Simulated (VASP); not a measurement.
# HfB (R-3m) in VASP: further runs

The runs below take HfB through single point, with LDA.

Everything below comes from runs of VASP 6.6.1. Logs are shortened: lines on timing, memory, paths and dates and some standing lists are left out, and cuts for length are marked.

## 1. The cell of the first run

The structure is trigonal, space group R-3m (No. 166). The conventional cell has a = 3.662 Å, b = 3.662 Å, c = 6.369 Å, α = 90.00°, β = 90.00°, γ = 120.00°. Within 3.1 Å of Hf (site symmetry -3m) lie 6 B at 2.37 Å and 6 Hf at 3.00 Å. B (site symmetry -3m) has 6 Hf at 2.37 Å and 6 B at 3.00 Å within 3.1 Å.

## 2. Single point, LDA

INCAR reads:

```
SYSTEM = HfB
PREC = Accurate
ENCUT = 520
EDIFF = 1E-6
ISMEAR = 0
SIGMA = 0.15
LREAL = .False.
LASPH = .True.
NELM = 60
ALGO = Normal
ISIF = 2
LWAVE = .False.
LCHARG = .False.
NBANDS = 14
```

KPOINTS reads:

```
regular mesh
0
Gamma
  20 20 20
  0 0 0
```

POSCAR reads:

```
HfB
1.0
   -0.5006097101      2.0887508594      2.0887508594
    2.0887508594     -0.5006097101      2.0887508594
    2.0887508594      2.0887508594     -0.5006097101
Hf B
1 1
Direct
    0.5000000000      0.5000000000      0.5000000000
    0.0000000000      0.0000000000      0.0000000000
```

Potentials or basis: VASP PAW LDA potentials, release 64 (Hf_pv, B).

Launch:

```sh
$ cat potpaw_LDA.64/Hf_pv/POTCAR potpaw_LDA.64/B/POTCAR > POTCAR
$ mpirun -np 1 vasp_std > vasp.out
```

OUTCAR:

```text
SYSTEM = HfB
   PREC = Accurate
   ENCUT = 520
   EDIFF = 1E-6
   ISMEAR = 0
   LREAL = .False.
   LASPH = .True.
   NELM = 60
   ISIF = 2

 ion  position               nearest neighbor table
   1  0.500  0.500  0.500-   2 2.37   2 2.37   2 2.37   2 2.37   2 2.37   2 2.37
   2  0.000  0.000  0.000-   1 2.37   1 2.37   1 2.37   1 2.37   1 2.37   1 2.37

  LATTYP: Found a trigonal (rhomboedric) cell.
 ALAT       =     2.9960591428
 COS(alpha) =     0.2530624440

  Lattice vectors:

 A1 = (  -0.5006097101,   2.0887508594,   2.0887508594)
 A2 = (   2.0887508594,  -0.5006097101,   2.0887508594)
 A3 = (   2.0887508594,   2.0887508594,  -0.5006097101)

Analysis of symmetry for initial positions (statically):
=====================================================================
 Subroutine PRICEL returns:
 Original cell was already a primitive cell.

 Routine SETGRP: Setting up the symmetry group for a
 trigonal (rhombohedral) supercell.

 Subroutine GETGRP returns: Found 12 space group operations
 (whereof 12 operations were pure point group operations)
 out of a pool of 12 trial point group operations.

The static configuration has the point symmetry D_3d.

Analysis of symmetry for dynamics (positions and initial velocities):
=====================================================================
 Subroutine PRICEL returns:
 Original cell was already a primitive cell.

 Routine SETGRP: Setting up the symmetry group for a
 trigonal (rhombohedral) supercell.

 Subroutine GETGRP returns: Found 12 space group operations
 (whereof 12 operations were pure point group operations)
 out of a pool of 12 trial point group operations.

The dynamic configuration has the point symmetry D_3d.

 Subroutine INISYM returns: Found 12 space group operations
 (whereof 12 operations are pure point group operations),
 and found     1 'primitive' translations

----------------------------------------------------------------------------------------

                                     Primitive cell

  volume of cell :      24.6528

  direct lattice vectors                    reciprocal lattice vectors
    -0.500609710  2.088750859  2.088750859    -0.166807546  0.219388186  0.219388186
     2.088750859 -0.500609710  2.088750859     0.219388186 -0.166807546  0.219388186
     2.088750859  2.088750859 -0.500609710     0.219388186  0.219388186 -0.166807546

  length of vectors
     2.996059143  2.996059143  2.996059143     0.352260003  0.352260003  0.352260003

  position of ions in fractional coordinates (direct lattice)
     0.500000000  0.500000000  0.500000000
     0.000000000  0.000000000  0.000000000

[... 83 lines left out ...]
   ISYM   =      2    0-nonsym 1-usesym 2-fastsym
   POTIM  = 0.5000    time-step for ionic-motion
   TEBEG  =    0.0;   TEEND  =   0.0 temperature during run
   PSTRESS=    0.0 pullay stress
   NELECT =      13.0000    total number of electrons
   NUPDOWN=      -1.0000    fix difference up-down
   EMIN   =  10.00;   EMAX   =-10.00  energy-range for DOS
   EFERMI =   0.00;   METHOD = LEGACY
   ISMEAR =     0;   SIGMA  =   0.15  broadening in eV -4-tet -1-fermi 0-gaus
   EFERMI_NEDOS =   21; number of points for ismear=-14 and -15
   IALGO  =     38    algorithm
   IMIX   =      4    mixing-type and parameters
     AMIX     =   0.40;   BMIX     =  1.00
     AMIX_MAG =   1.60;   BMIX_MAG =  1.00
  volume/ion in A,a.u.               =      12.33        83.18
  Fermi-wavevector in a.u.,A,eV,Ry     =   1.322617  2.499383 23.800871  1.749315
  Thomas-Fermi vector in A             =   2.452285
   LORBIT       =      0    0 simple, 1 ext, 2 COOP (PROOUT), +10 PAW based schemes
   GGA     = CA    functional components
   LHFCALC =     F    Hartree Fock is set to
   AEXX    =    0.0000 exact exchange contribution
   IVDW    =     0    specifies the selected vdW correction
   LEPSILON=     F    determine dielectric tensor
   LRPA    =     F    only Hartree local field effects (RPA)
 non-spin polarized calculation
 Gauss-broadening in eV      SIGMA  =   0.15
  energy-cutoff  :      520.00
  volume of cell :       24.65
 maximum number of plane-waves:       679
   NGX = 11   NGY = 11   NGZ = 11

 number of electron      12.9999998 magnetization

 Free energy of the ion-electron system (eV)
  ---------------------------------------------------
  ext. energy  EPLUGINS =         0.00000000
  ---------------------------------------------------
  free energy    TOTEN  =       -18.50956705 eV

  energy without entropy =      -18.49938412  energy(sigma->0) =      -18.50447559

 E-fermi :   5.8894     XC(G=0): -12.4837

 val. band max:        5.8866566607   @ k =  -0.3000   0.3500   0.1000
 cond. band min:       5.8918566679   @ k =  -0.2000   0.3000   0.1000
 fundamental gap:      0.0052000071
 Fermi energy:         5.8894411512

 k-point     1 :       0.0000    0.0000    0.0000
  band No.  band energies     occupation
      1     -23.1241      2.00000
      2     -23.1241      2.00000
      3     -22.8100      2.00000
      4      -4.3530      2.00000
      5       5.3552      2.00000
      6       5.3552      2.00000
      7       8.9254      0.00000
      8       8.9254      0.00000
      9       9.8533      0.00000
     10      10.5479      0.00000
     11      10.5479      0.00000
     12      10.6827      0.00000
     13      19.2668      0.00000
     14      19.7246      0.00000
[... 377 lines left out ...]
      1     -23.7598      2.00000
      2     -23.0888      2.00000
      3     -22.9004      2.00000
      4      -1.5320      2.00000
      5       2.2960      2.00000
      6       4.0706      2.00000
      7       6.8494      0.00000
      8       8.2363      0.00000
      9      10.1460      0.00000
     10      12.2450      0.00000
     11      16.0280      0.00000
     12      17.0339      0.00000
     13      17.9076      0.00000
     14      18.6966      0.00000

 [... further k-points ...]
[... 5 lines left out ...]
  --------------------------------------------------------------------------------------
  -------------------------------------------------------------------------------------
  Total        2.6292115      2.6292115      2.6292115      0.7812702      0.7812702      0.7812702
  in kB      170.8717124    170.8717124    170.8717124     50.7745313     50.7745313     50.7745313
  external PRESSURE =     170.8717124 kB  Pullay stress =       0.0000000 kB

 VOLUME and BASIS-vectors are now :
 -----------------------------------------------------------------------------
  energy-cutoff  :      520.00
  volume of cell :       24.65
      direct lattice vectors                 reciprocal lattice vectors
    -0.500609710  2.088750859  2.088750859    -0.166807546  0.219388186  0.219388186
     2.088750859 -0.500609710  2.088750859     0.219388186 -0.166807546  0.219388186
     2.088750859  2.088750859 -0.500609710     0.219388186  0.219388186 -0.166807546

 POSITION                                       TOTAL-FORCE (eV/Angst)
 -----------------------------------------------------------------------------------
      1.83845      1.83845      1.83845        -0.000000      0.000000     -0.000000
      0.00000      0.00000      0.00000         0.000000     -0.000000      0.000000
 -----------------------------------------------------------------------------------
    total drift:                               -0.000000     -0.000000      0.000000

  FREE ENERGIE OF THE ION-ELECTRON SYSTEM (eV)
  ---------------------------------------------------
  free  energy   TOTEN  =       -18.5095670547 eV

  energy  without entropy=      -18.4993841174  energy(sigma->0) =      -18.50447559
```

stdout:

```text
POSCAR found type information on POSCAR HfB
 POSCAR found :  2 types and       2 ions
 scaLAPACK will be used
 LDA part: xc-table for (Slater(with rela. corr.)+CA(PZ))
 , standard interpolation
 POSCAR, INCAR and KPOINTS ok, starting setup
 FFT: planning ... GRIDC
 FFT: planning ... GRID_SOFT
 FFT: planning ... GRID
 WAVECAR not read
 entering main loop
```

It took 3.7 min on 1 thread of Intel Xeon Platinum 8259CL at 2.50GHz (Skylake/Cascade Lake), shared host; peak memory 0.36 GiB.

Results:

* Free energy: -18.5096 eV
* Pressure: 17.1 GPa

Levels at points of the mesh, in eV from the Fermi level:
```tsv
k point	band 4	band 5	band 6	band 7	band 8	band 9	band 10	band 11
(0.00, 0.00, 0.00)	-10.24	-0.53	-0.53	3.04	3.04	3.96	4.66	4.66
(0.50, 0.00, 0.00)	-5.84	-5.29	-2.22	1.02	2.53	3.92	9.16	9.81
(0.50, 0.50, 0.00)	-7.10	-1.72	-1.54	0.23	3.59	4.37	4.43	8.53
(0.50, 0.50, 0.50)	-5.29	-3.81	-3.81	-2.63	6.48	8.11	8.11	8.35
```

Caveat: spin-orbit coupling is left out, which moves the levels of the heavy elements.

## 3. Single point, LDA

This run uses another cell than the first one, of the same volume but with other edges.

INCAR reads:

```
SYSTEM = HfB
PREC = Accurate ; ENCUT = 520
EDIFF = 1E-6 ; ISMEAR = 0
SIGMA = 0.15 ; LREAL = .False.
LASPH = .True. ; NELM = 100
ALGO = Normal ; ISIF = 2
LWAVE = .False. ; LCHARG = .False.
NBANDS = 14
```

KPOINTS is that of step 2.

POSCAR reads:

```
HfB
1.0
    0.5630732210      2.6230972000      2.6230972000
    2.6230972000      0.5630732210      2.6230972000
    2.6230972000      2.6230972000      0.5630732210
Hf B
1 1
Direct
    0.5000000000      0.5000000000      0.5000000000
    0.0000000000      0.0000000000      0.0000000000
```

Potentials or basis: VASP PAW LDA potentials, release 64 (Hf_pv, B).

Launch:

```sh
$ cat potpaw_LDA.64/Hf_pv/POTCAR potpaw_LDA.64/B/POTCAR > POTCAR
$ mpirun -np 1 vasp_std > vasp.out
```

Run time: 7.6 min. Hardware: 1 thread of Intel Xeon Platinum 8259CL at 2.50GHz (Skylake/Cascade Lake), shared host; peak memory 0.38 GiB.

The run converged. Its results:

| Property | Result |
| --- | --- |
| Free energy | -18.0074 eV |
| Pressure | 20.6 GPa |

Stress tensor (GPa, compression positive):
```
 20.62 -16.96 -16.96
-16.96  20.62 -16.96
-16.96 -16.96  20.62
```

Levels at points of the mesh, in eV from the Fermi level:
| k point | band 3 | band 4 | band 5 | band 6 | band 7 | band 8 | band 9 | band 10 |
| --- | --- | --- | --- | --- | --- | --- | --- | --- |
| (0.00, 0.00, 0.00) | -28.80 | -10.45 | -1.93 | 0.90 | 1.99 | 1.99 | 4.77 | 4.77 |
| (0.50, 0.00, 0.00) | -29.12 | -5.72 | -4.15 | -4.09 | -0.35 | 1.10 | 7.44 | 8.46 |
| (0.50, 0.50, 0.00) | -29.15 | -7.17 | -2.46 | -2.22 | 0.89 | 3.04 | 4.02 | 4.61 |
| (0.50, 0.50, 0.50) | -28.81 | -6.79 | -6.39 | 0.29 | 0.29 | 2.92 | 4.78 | 4.78 |

Caveat: spin-orbit coupling is left out, which moves the levels of the heavy elements.
